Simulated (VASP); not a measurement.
# Al6H in VASP: notebook

Al6H is run at these levels: PBE; tasks: single point.

Program: VASP 6.6.1. These are calculated values, not measurements. Logs are shortened: lines on timing, memory, paths and dates and some standing lists are left out, and cuts for length are marked.

## 1. The cell of the first run

The cell holds a slab with vacuum, 14 atoms: a = 5.714 Å, b = 5.714 Å, c = 22.602 Å, α = 90.00°, β = 90.00°, γ = 120.00°.

## 2. Single point, PBE

File INCAR:

```
PREC = Accurate
ENCUT = 520
EDIFF = 1E-6
ISMEAR = 0
SIGMA = 0.1
LREAL = F
LASPH = T
NELM = 60
ALGO = Normal
ISIF = 2
LWAVE = F
LCHARG = F
LDIPOL = T
IDIPOL = 3
DIPOL = 0.5 0.5 0.300
GGA = PE
NBANDS = 32
```

File KPOINTS:

```
regular mesh
0
Gamma
  6 6 1
```

File POSCAR:

```
Al6H
1.0
    5.7143028096      0.0000000000      0.0000000000
   -2.8571514048      4.9487313980      0.0000000000
    0.0000000000      0.0000000000     22.6016424997
Al H
12 2
Direct
    0.3333333333      0.1666666667      0.1769782882
    0.3333333333      0.6666666667      0.1769782882
    0.8333333333      0.1666666667      0.1769782882
    0.8333333333      0.6666666667      0.1769782882
    0.1666666667      0.3333333333      0.2787817902
    0.1666666667      0.8333333333      0.2787817902
    0.6666666667      0.3333333333      0.2787817902
    0.6666666667      0.8333333333      0.2787817902
    0.0000000000      0.0000000000      0.3805759913
    0.0000000000      0.5000000000      0.3805759913
    0.5000000000      0.0000000000      0.3805759913
    0.5000000000      0.5000000000      0.3805759913
    0.2025212247      0.1666666667      0.4288025748
    0.4641454420      0.1666666667      0.4288025748
```

Potentials or basis: VASP PAW PBE potentials, release 64 (Al, H).

Run with:

```console
$ cat potpaw_PBE.64/Al/POTCAR potpaw_PBE.64/H/POTCAR > POTCAR
$ mpirun -np 1 vasp_std > vasp.out
```

OUTCAR:

```text
PREC = Accurate
   ENCUT = 520
   EDIFF = 1E-6
   ISMEAR = 0
   LREAL = F
   LASPH = T
   NELM = 60
   ISIF = 2
   GGA = PE

 ion  position               nearest neighbor table
   1  0.333  0.167  0.177-   5 2.83   6 2.83   7 2.83   4 2.86   2 2.86   2 2.86   4 2.86   3 2.86
                             3 2.86
   2  0.333  0.667  0.177-   6 2.83   5 2.83   8 2.83   3 2.86   1 2.86   1 2.86   3 2.86   4 2.86
                             4 2.86
   3  0.833  0.167  0.177-   7 2.83   8 2.83   5 2.83   4 2.86   2 2.86   4 2.86   2 2.86   1 2.86
                             1 2.86
   4  0.833  0.667  0.177-   8 2.83   7 2.83   6 2.83   3 2.86   1 2.86   3 2.86   1 2.86   2 2.86
                             2 2.86
   5  0.167  0.333  0.279-   9 2.83  12 2.83  10 2.83   1 2.83   2 2.83   3 2.83   8 2.86   6 2.86
                             6 2.86   8 2.86   7 2.86   7 2.86
   6  0.167  0.833  0.279-  10 2.83  11 2.83   9 2.83   2 2.83   1 2.83   4 2.83   7 2.86   5 2.86
                             5 2.86   7 2.86   8 2.86   8 2.86
   7  0.667  0.333  0.279-  11 2.83  10 2.83  12 2.83   3 2.83   4 2.83   1 2.83   8 2.86   6 2.86
                             8 2.86   6 2.86   5 2.86   5 2.86
   8  0.667  0.833  0.279-  12 2.83   9 2.83  11 2.83   4 2.83   3 2.83   2 2.83   7 2.86   5 2.86
                             7 2.86   5 2.86   6 2.86   6 2.86
   9  0.000  0.000  0.381-  13 1.53   5 2.83   8 2.83   6 2.83  12 2.86  10 2.86  10 2.86  12 2.86
                            11 2.86  11 2.86
  10  0.000  0.500  0.381-   6 2.83   7 2.83   5 2.83   9 2.86  11 2.86   9 2.86  11 2.86  12 2.86
                            12 2.86
  11  0.500  0.000  0.381-  14 1.53   7 2.83   6 2.83   8 2.83  12 2.86  10 2.86  12 2.86  10 2.86
                             9 2.86   9 2.86
  12  0.500  0.500  0.381-  13 2.11  14 2.11   8 2.83   5 2.83   7 2.83   9 2.86  11 2.86  11 2.86
                             9 2.86  10 2.86  10 2.86
  13  0.203  0.167  0.429-   9 1.53  12 2.11
  14  0.464  0.167  0.429-  11 1.53  12 2.11

  LATTYP: Found a hexagonal cell.
 ALAT       =     5.7143028096
 C/A-ratio  =     3.9552756045

  Lattice vectors:

 A1 = (   5.7143028096,   0.0000000000,   0.0000000000)
 A2 = (  -2.8571514048,   4.9487313980,   0.0000000000)
 A3 = (   0.0000000000,   0.0000000000,  22.6016424997)

Analysis of symmetry for initial positions (statically):
=====================================================================
 Subroutine PRICEL returns:
 Original cell was already a primitive cell.

 Routine SETGRP: Setting up the symmetry group for a
 hexagonal supercell.

 Subroutine GETGRP returns: Found  2 space group operations
 (whereof  1 operations were pure point group operations)
 out of a pool of 24 trial point group operations.

The static configuration has the point symmetry C_1 .
 The point group associated with its full space group is C_1h.

Analysis of symmetry for dynamics (positions and initial velocities):
=====================================================================
 Subroutine PRICEL returns:
 Original cell was already a primitive cell.

 Routine SETGRP: Setting up the symmetry group for a
 hexagonal supercell.

 Subroutine GETGRP returns: Found  2 space group operations
 (whereof  1 operations were pure point group operations)
 out of a pool of 24 trial point group operations.

The dynamic configuration has the point symmetry C_1 .
 The point group associated with its full space group is C_1h.

 Subroutine INISYM returns: Found  2 space group operations
 (whereof  1 operations are pure point group operations),
 and found     1 'primitive' translations

----------------------------------------------------------------------------------------

                                     Primitive cell

  volume of cell :     639.1417

  direct lattice vectors                    reciprocal lattice vectors
     5.714302810  0.000000000  0.000000000     0.174999476  0.101035995  0.000000000
    -2.857151405  4.948731398  0.000000000     0.000000000  0.202071990  0.000000000
     0.000000000  0.000000000 22.601642500     0.000000000  0.000000000  0.044244572

  length of vectors
     5.714302810  5.714302810 22.601642500     0.202071990  0.202071990  0.044244572

  position of ions in fractional coordinates (direct lattice)
     0.333333333  0.166666667  0.176978288
     0.333333333  0.666666667  0.176978288
     0.833333333  0.166666667  0.176978288
     0.833333333  0.666666667  0.176978288
     0.166666667  0.333333333  0.278781790
[... 59 lines left out ...]
  0.000000  0.333333  0.000000      2.000000
  0.500000  0.000000  0.000000      2.000000
  0.000000  0.500000  0.000000      1.000000
  0.166667  0.166667  0.000000      4.000000
 -0.333333  0.166667  0.000000      2.000000
  0.333333  0.166667  0.000000      4.000000
 -0.166667  0.500000  0.000000      4.000000
  0.500000  0.333333  0.000000      4.000000
  0.333333  0.333333  0.000000      2.000000
   k-points           NKPTS =     13   k-points in BZ     NKDIM =     13   number of bands    NBANDS=     32
   number of dos      NEDOS =    301   number of ions     NIONS =     14
   total plane-waves  NPLWV = 296352
   dimension x,y,z NGX =    42 NGY =   42 NGZ =  168
   dimension x,y,z NGXF=    84 NGYF=   84 NGZF=  336
   ions per type =              12   2
   NGX,Y,Z   is equivalent  to a cutoff of  12.22, 12.22, 12.36 a.u.
   NGXF,Y,Z  is equivalent  to a cutoff of  24.44, 24.44, 24.71 a.u.
 SYSTEM =  unknown system
   PREC   = accura    normal or accurate (medium, high low for compatibility)
   ISTART =      0    job   : 0-new  1-cont  2-samecut
   ICHARG =      2    charge: 1-file 2-atom 10-const
   ISPIN  =      1    spin polarized calculation?
   LNONCOLLINEAR =      F non collinear calculations
   LSORBIT =      F    spin-orbit coupling
   LASPH  =      T    aspherical Exc in radial PAW
   ENCUT  =  520.0 eV  38.22 Ry    6.18 a.u.  10.62 10.62 42.02*2*pi/ulx,y,z
   NELM   =     60;   NELMIN=  2; NELMDL= -5     # of ELM steps
   EDIFF  = 0.1E-05   stopping-criterion for ELM
   LREAL  =      F    real-space projection
   EDIFFG = 0.1E-04   stopping-criterion for IOM
   NSW    =      0    number of steps for IOM
   IBRION =     -1    ionic relax: 0-MD 1-quasi-New 2-CG
   NFREE  =      0    steps in history (QN), initial steepest desc. (CG)
   ISIF   =      2    stress and relaxation
   ISYM   =      2    0-nonsym 1-usesym 2-fastsym
   POTIM  = 0.5000    time-step for ionic-motion
   TEBEG  =    0.0;   TEEND  =   0.0 temperature during run
   PSTRESS=    0.0 pullay stress
   NELECT =      38.0000    total number of electrons
   NUPDOWN=      -1.0000    fix difference up-down
   EMIN   =  10.00;   EMAX   =-10.00  energy-range for DOS
   EFERMI =   0.00;   METHOD = LEGACY
   ISMEAR =     0;   SIGMA  =   0.10  broadening in eV -4-tet -1-fermi 0-gaus
   EFERMI_NEDOS =   21; number of points for ismear=-14 and -15
   IALGO  =     38    algorithm
   IMIX   =      4    mixing-type and parameters
     AMIX     =   0.40;   BMIX     =  1.00
     AMIX_MAG =   1.60;   BMIX_MAG =  1.00
  volume/ion in A,a.u.               =      45.65       308.08
  Fermi-wavevector in a.u.,A,eV,Ry     =   0.638955  1.207450  5.554763  0.408264
  Thomas-Fermi vector in A             =   1.704469
   LORBIT       =      0    0 simple, 1 ext, 2 COOP (PROOUT), +10 PAW based schemes
   GGA     = PE    functional components
   LHFCALC =     F    Hartree Fock is set to
   AEXX    =    0.0000 exact exchange contribution
   IVDW    =     0    specifies the selected vdW correction
   LEPSILON=     F    determine dielectric tensor
   LRPA    =     F    only Hartree local field effects (RPA)
 non-spin polarized calculation
 Gauss-broadening in eV      SIGMA  =   0.10
  energy-cutoff  :      520.00
  volume of cell :      639.14
 maximum number of plane-waves:     17305
   NGX = 21   NGY = 21   NGZ = 85

 dipolmoment           0.000000      0.000000     -0.242597 electrons x Angstroem

 number of electron      37.9999997 magnetization

 dipolmoment           0.000000      0.000000      0.019089 electrons x Angstroem

 Free energy of the ion-electron system (eV)
  ---------------------------------------------------
  ext. energy  EPLUGINS =         0.00000000
  ---------------------------------------------------
  free energy    TOTEN  =       -47.45197708 eV

  energy without entropy =      -47.42164881  energy(sigma->0) =      -47.43681294

 E-fermi :  -0.1847     XC(G=0):  -4.0008

 val. band max:       -0.1925709951   @ k =   0.5000   0.3333   0.0000
 cond. band min:      -0.1797727165   @ k =   0.1667   0.1667   0.0000
 fundamental gap:      0.0127982786
 Fermi energy:        -0.1846517729

 k-point     1 :       0.0000    0.0000    0.0000
  band No.  band energies     occupation
      1     -10.9658      2.00000
      2      -9.6415      2.00000
      3      -7.5913      2.00000
      4      -5.4917      2.00000
      5      -5.3035      2.00000
      6      -4.9564      2.00000
[... 431 lines left out ...]
     30       3.0760      0.00000
     31       3.4445      0.00000
 [bands above 31 left out]

------------------------ aborting loop because EDIFF is reached ----------------------------------------

 vacuum level on the upper side and lower side of the slab       (xc-potential included)         0.017        -0.080

  FORCE on cell =-STRESS in cart. coord.  units (eV):
  Direction    XX          YY          ZZ          XY          YZ          ZX
  --------------------------------------------------------------------------------------
  -------------------------------------------------------------------------------------
  Total        2.4109662     -0.8494003      3.5712103      0.0000000      1.4857166      0.0000000
  in kB        6.0437234     -2.1292461      8.9521814      0.0000000      3.7243409      0.0000000
  external PRESSURE =       4.2888862 kB  Pullay stress =       0.0000000 kB

 VOLUME and BASIS-vectors are now :
 -----------------------------------------------------------------------------
  energy-cutoff  :      520.00
  volume of cell :      639.14
      direct lattice vectors                 reciprocal lattice vectors
     5.714302810  0.000000000  0.000000000     0.174999476  0.101035995  0.000000000
    -2.857151405  4.948731398  0.000000000     0.000000000  0.202071990  0.000000000
     0.000000000  0.000000000 22.601642500     0.000000000  0.000000000  0.044244572

 POSITION                                       TOTAL-FORCE (eV/Angst)
 -----------------------------------------------------------------------------------
      1.42858      0.82479      4.00000         0.000000     -0.032021     -0.009146
     -0.00000      3.29915      4.00000        -0.066453     -0.002537     -0.137749
      4.28573      0.82479      4.00000        -0.000000      0.044710     -0.095743
      2.85715      3.29915      4.00000         0.066453     -0.002537     -0.137749
      0.00000      1.64958      6.30093         0.022289      0.115481      0.157749
     -1.42858      4.12394      6.30093         0.000000     -0.019569      0.155423
      2.85715      1.64958      6.30093        -0.022289      0.115481      0.157749
      1.42858      4.12394      6.30093        -0.000000     -0.030531     -0.069029
      0.00000      0.00000      8.60164        -1.459252     -1.189379     -1.218366
     -1.42858      2.47437      8.60164         0.000000      0.242822     -0.220279
      2.85715      0.00000      8.60164         1.459252     -1.189379     -1.218366
      1.42858      2.47437      8.60164        -0.000000      0.169672      0.084308
      0.68108      0.82479      9.69164        -0.167076      0.888894      1.275598
      2.17608      0.82479      9.69164         0.167076      0.888894      1.275598
 -----------------------------------------------------------------------------------
    total drift:                               -0.000000     -0.000116      0.000230

  FREE ENERGIE OF THE ION-ELECTRON SYSTEM (eV)
  ---------------------------------------------------
  free  energy   TOTEN  =       -47.4519770808 eV

  energy  without entropy=      -47.4216488055  energy(sigma->0) =      -47.43681294

 vacuum level on the upper side and lower side of the slab         3.851         3.730
```

It took 16 min on 1 thread of Intel Xeon 8259CL, shared host; peak memory 0.73 GiB.

What came out:

* Free energy: -47.4520 eV
* Largest force: 2.242 eV/Å
* Band gap on the k mesh: zero (bands 19 and 20 overlap by 0.56 eV)

Forces in eV/Å, atoms in the order of the input:
```
Al   0.000 -0.032 -0.009
Al  -0.066 -0.003 -0.138
Al   0.000  0.045 -0.096
Al   0.066 -0.003 -0.138
Al   0.022  0.115  0.158
Al   0.000 -0.020  0.155
Al  -0.022  0.115  0.158
Al   0.000 -0.031 -0.069
Al  -1.459 -1.189 -1.218
Al   0.000  0.243 -0.220
Al   1.459 -1.189 -1.218
Al   0.000  0.170  0.084
H   -0.167  0.889  1.276
H    0.167  0.889  1.276
```

## 3. Single point, PBE

File INCAR:

```
ALGO = Normal
DIPOL = 0.5 0.5 0.304
EDIFF = 1E-6
ENCUT = 520
GGA = PE
IDIPOL = 3
ISIF = 2
ISMEAR = 0
LASPH = True
LCHARG = False
LDIPOL = True
LREAL = False
LWAVE = False
NBANDS = 32
NELM = 80
PREC = Accurate
SIGMA = 0.1
```

File KPOINTS:

```
k-points
0
Gamma
  6 6 1
```

POSCAR, as its differences from that of step 2:

```diff
@@ -20,3 +20,3 @@
     0.5000000000      0.5000000000      0.3805759913
-    0.2025212247      0.1666666667      0.4288025748
-    0.4641454420      0.1666666667      0.4288025748
+    0.2025212247      0.1666666667      0.4571191010
+    0.4641454420      0.1666666667      0.4571191010
```

Potentials or basis: VASP PAW PBE potentials, release 64 (Al, H).

Run with:

```console
$ cat potpaw_PBE.64/Al/POTCAR potpaw_PBE.64/H/POTCAR > POTCAR
$ mpirun -np 1 vasp_std > vasp.out
```

Run time: 15 min. Hardware: 1 thread of Intel Xeon 8259CL, shared host; peak memory 0.71 GiB.

The run converged. Its results:

```yaml
Free_energy: -47.1849 eV
Largest_force: 0.929 eV/Å
Band_gap_on_the_k_mesh: zero (bands 19 and 20 overlap by 0.88 eV)
```

Forces on the atoms (eV/Å):
```
Al   0.000 -0.013 -0.067
Al  -0.033  0.000 -0.156
Al   0.000  0.036 -0.125
Al   0.033  0.000 -0.156
Al  -0.004  0.116  0.085
Al   0.000 -0.060  0.029
Al   0.004  0.116  0.085
Al   0.000 -0.063 -0.040
Al  -0.052  0.197  0.906
Al   0.000  0.070  0.018
Al   0.052  0.197  0.906
Al   0.000 -0.018  0.207
H    0.180 -0.288 -0.846
H   -0.180 -0.288 -0.846
```

Levels at points of the mesh, in eV from the Fermi level:
```tsv
k point	band 17	band 18	band 19	band 20	band 21	band 22
(0.00, 0.00, 0.00)	-1.78	-1.31	-0.45	-0.34	-0.24	-0.20
(0.50, 0.00, 0.00)	-0.52	-0.31	-0.07	0.25	0.90	1.00
(0.00, 0.50, 0.00)	-0.45	-0.36	-0.10	-0.07	0.90	0.91
```

## 4. Single point, PBE

File INCAR:

```
SYSTEM = Al6H
PREC     = Accurate       ! precision mode
ENCUT    = 520            ! plane-wave cutoff, eV
EDIFF    = 1E-7           ! SCF threshold, eV
ISMEAR   = 0              ! smearing method
SIGMA    = 0.1            ! smearing width, eV
LREAL    = .FALSE.        ! projectors in reciprocal space
LASPH    = .TRUE.         ! aspherical terms in the spheres
NELM     = 60             ! most SCF steps
ALGO     = Normal         ! electronic algorithm
ISIF     = 2              ! what is computed and relaxed
LWAVE    = .FALSE.        ! write WAVECAR
LCHARG   = .FALSE.        ! write CHGCAR
LDIPOL   = .TRUE.       
IDIPOL   = 3            
DIPOL    = 0.5 0.5 0.300
GGA      = PE             ! functional
NBANDS   = 32             ! bands
```

File KPOINTS:

```
regular mesh
0
G
  6 6 1
  0 0 0
```

POSCAR, as its differences from that of step 3:

```diff
@@ -20,3 +20,3 @@
     0.5000000000      0.5000000000      0.3805759913
-    0.2025212247      0.1666666667      0.4571191010
-    0.4641454420      0.1666666667      0.4571191010
+    0.1377714184      0.1666666667      0.4288025748
+    0.5288952483      0.1666666667      0.4288025748
```

Run with:

```console
$ cat potpaw_PBE.64/Al/POTCAR potpaw_PBE.64/H/POTCAR > POTCAR
$ mpirun -np 1 vasp_std > vasp.out
```

Run time: 16 min. Hardware: 1 thread of Intel Xeon 8259CL, shared host; peak memory 0.73 GiB.

Results (log left out):

- Free energy: -47.0507 eV
- Largest force: 4.282 eV/Å
- Band gap on the k mesh: zero (bands 19 and 20 overlap by 0.57 eV)

Forces in eV/Å, atoms in the order of the input:
```
Al   0.000 -0.043 -0.045
Al  -0.033  0.030 -0.150
Al   0.000 -0.003 -0.091
Al   0.033  0.030 -0.150
Al   0.001  0.194  0.197
Al   0.000 -0.081  0.108
Al  -0.001  0.194  0.197
Al   0.000 -0.071 -0.072
Al  -1.268 -2.679 -3.090
Al   0.000  0.409 -0.303
Al   1.268 -2.679 -3.090
Al   0.000  0.314 -0.013
H    0.913  2.192  3.251
H   -0.913  2.192  3.251
```

Levels at points of the mesh, in eV from the Fermi level:
```tsv
k point	band 15	band 16	band 17	band 18	band 19	band 20	band 21	band 22	band 23	band 24
(0.00, 0.00, 0.00)	-2.94	-2.85	-2.21	-1.29	-0.53	-0.36	-0.29	-0.20	0.14	1.32
(0.50, 0.00, 0.00)	-0.70	-0.63	-0.56	-0.39	-0.02	0.29	0.91	1.01	1.40	1.48
(0.00, 0.50, 0.00)	-0.93	-0.59	-0.51	-0.36	-0.28	0.61	0.86	0.93	1.28	1.44
```

## 5. Overview

| cell | gap on the mesh (eV) | largest force (eV/Å) |
| --- | --- | --- |
| as given, atomic positions A | none | 2.24 |
| as given, atomic positions B | none | 0.93 |
| as given, atomic positions C | none | 4.28 |

Alike in all rows: task single point; level PBE; potentials or basis VASP PAW PBE potentials, release 64 (Al, H); no spin polarisation; k mesh 6 × 6 × 1; cutoff (eV) 520; smearing gaussian 0.1 eV.

Total energies depend on the potentials used, so only differences within one code and one set of settings carry meaning.
